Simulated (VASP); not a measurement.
# Sb (I4/mmm) in VASP: notebook, part 2 of 2

VASP 6.6.1. Earlier steps stand in the parts before.

### 4 Electric field gradients, PBEsol (equal xx and yy strain of +2 %)

INCAR

```
ALGO = Normal
EDIFF = 1E-8
ENCUT = 520
GGA = PS
ISIF = 2
ISMEAR = -1
LASPH = T
LCHARG = F
LEFG = T
LREAL = F
LWAVE = F
NBANDS = 8
NELM = 80
PREC = Accurate
SIGMA = 0.05
```

KPOINTS

```
k-points
0
Gamma
  12 12 12
```

POSCAR

```
Sb
1.0
    0.0000000000      2.3511000000      2.3050000000
    2.3511000000      0.0000000000      2.3050000000
    2.3511000000      2.3511000000      0.0000000000
Sb
1
Direct
    0.0000000000      0.0000000000      0.0000000000
```

Potentials or basis: VASP PAW PBE potentials, release 64 (Sb).

Command:

```
$ cat potpaw_PBE.64/Sb/POTCAR > POTCAR
$ mpirun -np 1 vasp_std > vasp.out
```

OUTCAR:

```text
EDIFF = 1E-8
   ENCUT = 520
   GGA = PS
   ISIF = 2
   ISMEAR = -1
   LASPH = T
   LREAL = F
   NELM = 80
   PREC = Accurate

 ion  position               nearest neighbor table
   1  0.000  0.000  0.000-

  LATTYP: Found a body centered tetragonal cell.
 ALAT       =     3.3249575065
 C/A-ratio  =     1.3864838847

  Lattice vectors:

 A1 = (   0.0000000000,  -2.3511000000,  -2.3050000000)
 A2 = (   0.0000000000,   2.3511000000,  -2.3050000000)
 A3 = (   2.3511000000,   0.0000000000,   2.3050000000)

Analysis of symmetry for initial positions (statically):
=====================================================================
 Subroutine PRICEL returns:
 Original cell was already a primitive cell.

 Routine SETGRP: Setting up the symmetry group for a
 body centered tetragonal supercell.

 Subroutine GETGRP returns: Found 16 space group operations
 (whereof 16 operations were pure point group operations)
 out of a pool of 16 trial point group operations.

The static configuration has the point symmetry D_4h.

Analysis of symmetry for dynamics (positions and initial velocities):
=====================================================================
 Subroutine PRICEL returns:
 Original cell was already a primitive cell.

 Routine SETGRP: Setting up the symmetry group for a
 body centered tetragonal supercell.

 Subroutine GETGRP returns: Found 16 space group operations
 (whereof 16 operations were pure point group operations)
 out of a pool of 16 trial point group operations.

The dynamic configuration has the point symmetry D_4h.

 Subroutine INISYM returns: Found 16 space group operations
 (whereof 16 operations are pure point group operations),
 and found     1 'primitive' translations
[... 144 lines left out ...]
 fundamental gap:      0.0256904048
 Fermi energy:         9.1561570530

 k-point     1 :       0.0000    0.0000    0.0000
  band No.  band energies     occupation
      1      -4.2699      2.00000
      2      14.8325      0.00000
      3      14.8484      0.00000
      4      14.8484      0.00000
      5      19.2536      0.00000
      6      19.2536      0.00000
      7      19.3648      0.00000
      8      19.3747      0.00000
[... 243 lines left out ...]
 k-point    24 :      -0.4167    0.1667    0.0000
  band No.  band energies     occupation
      1       0.1484      2.00000
      2       3.6199      2.00000
      3       9.8409      0.00000
      4      11.9503      0.00000
      5      15.8052      0.00000
      6      19.8883      0.00000
      7      20.1467      0.00000
      8      23.7188      0.00000

 [... further k-points ...]
[... 5 lines left out ...]
  --------------------------------------------------------------------------------------
  -------------------------------------------------------------------------------------
  Total        0.3623009      0.3623009      0.2756955      0.0000000      0.0000000      0.0000000
  in kB       22.7791169     22.7791169     17.3339355      0.0000000      0.0000000      0.0000000
  external PRESSURE =      20.9640564 kB  Pullay stress =       0.0000000 kB

 VOLUME and BASIS-vectors are now :
 -----------------------------------------------------------------------------
  energy-cutoff  :      520.00
  volume of cell :       25.48
      direct lattice vectors                 reciprocal lattice vectors
     0.000000000  2.351100000  2.305000000    -0.212666411  0.212666411  0.216919740
     2.351100000  0.000000000  2.305000000     0.212666411 -0.212666411  0.216919740
     2.351100000  2.351100000  0.000000000     0.212666411  0.212666411 -0.216919740

 POSITION                                       TOTAL-FORCE (eV/Angst)
 -----------------------------------------------------------------------------------
      0.00000      0.00000      0.00000         0.000000      0.000000      0.000000
 -----------------------------------------------------------------------------------
    total drift:                                0.000000      0.000000      0.000000

  FREE ENERGIE OF THE ION-ELECTRON SYSTEM (eV)
  ---------------------------------------------------
  free  energy   TOTEN  =        -4.2930093996 eV

  energy  without entropy=       -4.2864196156  energy(sigma->0) =       -4.28971451

 Electric field gradients (V/A^2)
---------------------------------------------------------------------
 ion       V_xx      V_yy      V_zz      V_xy      V_xz      V_yz
---------------------------------------------------------------------
   1       4.499     4.499    -8.999     0.000    -0.000    -0.000
---------------------------------------------------------------------

 Electric field gradients after diagonalization (V/A^2)
 (convention: |V_zz| > |V_xx| > |V_yy|)
----------------------------------------------------------------------
 ion       V_xx      V_yy      V_zz     asymmetry (V_yy - V_xx)/ V_zz
----------------------------------------------------------------------
   1       4.500     4.499    -8.999       0.000
----------------------------------------------------------------------

           NMR quadrupolar parameters

 Cq : quadrupolar parameter    Cq=e*Q*V_zz/h
 eta: asymmetry parameters     (V_yy - V_xx)/ V_zz
 Q  : nuclear electric quadrupole moment in mb (millibarn)
----------------------------------------------------------------------
 ion       Cq(MHz)       eta       Q (mb)
----------------------------------------------------------------------
   1      -0.022       0.000       1.000
----------------------------------------------------------------------
```

OSZICAR:

```text
N       E                     dE             d eps       ncg     rms          rms(c)
DAV:   1     0.447105015377E+01    0.44711E+01   -0.16818E+03  2648   0.410E+02
DAV:   2    -0.421446828489E+01   -0.86855E+01   -0.83402E+01  3744   0.527E+01
DAV:   3    -0.429993480952E+01   -0.85467E-01   -0.85304E-01  3152   0.594E+00
DAV:   4    -0.430016751136E+01   -0.23270E-03   -0.23270E-03  4088   0.379E-01
DAV:   5    -0.430016796658E+01   -0.45522E-06   -0.45405E-06  3384   0.108E-02    0.181E+00
DAV:   6    -0.429560011872E+01    0.45678E-02   -0.17587E-03  3368   0.199E-01    0.104E+00
DAV:   7    -0.429301700116E+01    0.25831E-02   -0.36025E-03  2904   0.284E-01    0.362E-02
DAV:   8    -0.429300990033E+01    0.71008E-05   -0.35456E-05  3680   0.481E-02    0.718E-03
DAV:   9    -0.429300983048E+01    0.69852E-07   -0.38639E-07  3744   0.476E-03    0.122E-03
DAV:  10    -0.429300951752E+01    0.31295E-06   -0.76596E-08  3432   0.143E-03    0.154E-03
DAV:  11    -0.429300939925E+01    0.11827E-06   -0.92082E-10  3616   0.252E-04    0.197E-04
DAV:  12    -0.429300939963E+01   -0.37753E-09   -0.84134E-11  2112   0.492E-05
   1 F= -.42930094E+01 E0= -.42897145E+01  d E =-.658978E-02
```

It took 43 s on 1 thread of AMD EPYC 7R43 (Zen 3), shared host; peak memory 0.12 GiB.

What came out:

| Quantity | Value |
| --- | --- |
| Free energy | -4.2930 eV |
| Pressure | 2.1 GPa |

Stress tensor (GPa, compression positive):
```
2.28 0.00 0.00
0.00 2.28 0.00
0.00 0.00 1.73
```

Electric field gradients, principal values (V/Å²):
```
atom  least  middle  greatest (by size)
1 Sb  4.499   4.500              -8.999
```

Caveat: the cell differs from its parent crystal (equal xx and yy strain of +2 %); without QUAD_EFG the Cq values of the log hold for a quadrupole moment of 1 mb, not for the nuclei; the PAW data sets were made with another functional, which shifts forces and pressure a little; spin-orbit coupling is left out, which moves the levels of the heavy elements.

### 5 Electric field gradients, PBEsol (equal xx and yy strain of +2 %)

INCAR

```
SYSTEM = Sb
PREC = Accurate
ENCUT = 520
EDIFF = 1E-8
ISMEAR = -1
SIGMA = 0.05
LREAL = .FALSE.
LASPH = .TRUE.
NELM = 60
ALGO = Normal
ISIF = 2
LWAVE = .FALSE.
LCHARG = .FALSE.
GGA = PS
LEFG = .TRUE.
NBANDS = 8
```

KPOINTS

```
Automatic mesh
0
G
  12 12 12
  0 0 0
```

POSCAR is that of step 4.

Potentials or basis: VASP PAW PBE potentials, release 64 (Sb).

Command:

```
$ cat potpaw_PBE.64/Sb/POTCAR > POTCAR
$ mpirun -np 1 vasp_std > vasp.out
```

OUTCAR:

```text
SYSTEM = Sb
   PREC = Accurate
   ENCUT = 520
   EDIFF = 1E-8
   ISMEAR = -1
   LREAL = .FALSE.
   LASPH = .TRUE.
   NELM = 60
   ISIF = 2
   GGA = PS

 ion  position               nearest neighbor table
   1  0.000  0.000  0.000-

  LATTYP: Found a body centered tetragonal cell.
 ALAT       =     3.3249575065
 C/A-ratio  =     1.3864838847

  Lattice vectors:

 A1 = (   0.0000000000,  -2.3511000000,  -2.3050000000)
 A2 = (   0.0000000000,   2.3511000000,  -2.3050000000)
 A3 = (   2.3511000000,   0.0000000000,   2.3050000000)
[... 468 lines left out ...]
    total drift:                                0.000000      0.000000      0.000000

  FREE ENERGIE OF THE ION-ELECTRON SYSTEM (eV)
  ---------------------------------------------------
  free  energy   TOTEN  =        -4.2930093996 eV

  energy  without entropy=       -4.2864196156  energy(sigma->0) =       -4.28971451

 Electric field gradients (V/A^2)
---------------------------------------------------------------------
 ion       V_xx      V_yy      V_zz      V_xy      V_xz      V_yz
---------------------------------------------------------------------
   1       4.499     4.499    -8.999     0.000    -0.000    -0.000
---------------------------------------------------------------------

 Electric field gradients after diagonalization (V/A^2)
 (convention: |V_zz| > |V_xx| > |V_yy|)
----------------------------------------------------------------------
 ion       V_xx      V_yy      V_zz     asymmetry (V_yy - V_xx)/ V_zz
----------------------------------------------------------------------
   1       4.500     4.499    -8.999       0.000
----------------------------------------------------------------------

           NMR quadrupolar parameters

 Cq : quadrupolar parameter    Cq=e*Q*V_zz/h
 eta: asymmetry parameters     (V_yy - V_xx)/ V_zz
 Q  : nuclear electric quadrupole moment in mb (millibarn)
----------------------------------------------------------------------
 ion       Cq(MHz)       eta       Q (mb)
----------------------------------------------------------------------
   1      -0.022       0.000       1.000
----------------------------------------------------------------------
```

stdout:

```text
POSCAR found type information on POSCAR Sb
 POSCAR found :  1 types and       1 ions
 scaLAPACK will be used
 -----------------------------------------------------------------------------
|                                                                             |
|                                                                             |
|     You enforced a specific xc type in the INCAR file but a different       |
|     I HOPE YOU KNOW WHAT YOU ARE DOING!                                     |
|                                                                             |
 -----------------------------------------------------------------------------

 LDA part: xc-table for (Slater+PW92), standard interpolation
 POSCAR, INCAR and KPOINTS ok, starting setup
 FFT: planning ... GRIDC
 FFT: planning ... GRID_SOFT
 FFT: planning ... GRID
 WAVECAR not read
 entering main loop
ion   1
```

Run time: 37 s. Hardware: 1 thread of AMD EPYC 7R43 (Zen 3), shared host; peak memory 0.12 GiB.

What came out:

```yaml
Free_energy: -4.2930 eV
Pressure: 2.1 GPa
```

Stress tensor (GPa, compression positive):
```
2.28 0.00 0.00
0.00 2.28 0.00
0.00 0.00 1.73
```

Electric field gradients, principal values (V/Å²):
| atom | least | middle | greatest (by size) |
| --- | --- | --- | --- |
| 1 Sb | 4.499 | 4.500 | -8.999 |

Caveat: the cell differs from its parent crystal (equal xx and yy strain of +2 %); without QUAD_EFG the Cq values of the log hold for a quadrupole moment of 1 mb, not for the nuclei; the PAW data sets were made with another functional, which shifts forces and pressure a little; spin-orbit coupling is left out, which moves the levels of the heavy elements.

### 6 Overview

```csv
cell,gap on the mesh (eV),pressure (GPa)
"a = 3.276, b = 3.276, c = 3.260 Å, angles 60.2, 60.2, 59.7°, 1 atom",none,4.4
"a = 3.309, b = 3.309, c = 3.260 Å, angles 60.5, 60.5, 59.0°, 1 atom",none,2.8
"a = 3.293, b = 3.293, c = 3.325 Å, angles 59.7, 59.7, 60.7°, 1 atom",none,2.1
```

Alike in all rows: task electric field gradients; level PBEsol; potentials or basis VASP PAW PBE potentials, release 64 (Sb); no spin polarisation; k mesh 12 × 12 × 12; cutoff (eV) 520; smearing fermi-dirac 0.05 eV.

Caveats: the PAW data sets were made with another functional, which shifts forces and pressure a little; spin-orbit coupling is left out, which moves the levels of the heavy elements.

Total energies depend on the potentials used, so only differences within one code and one set of settings carry meaning.
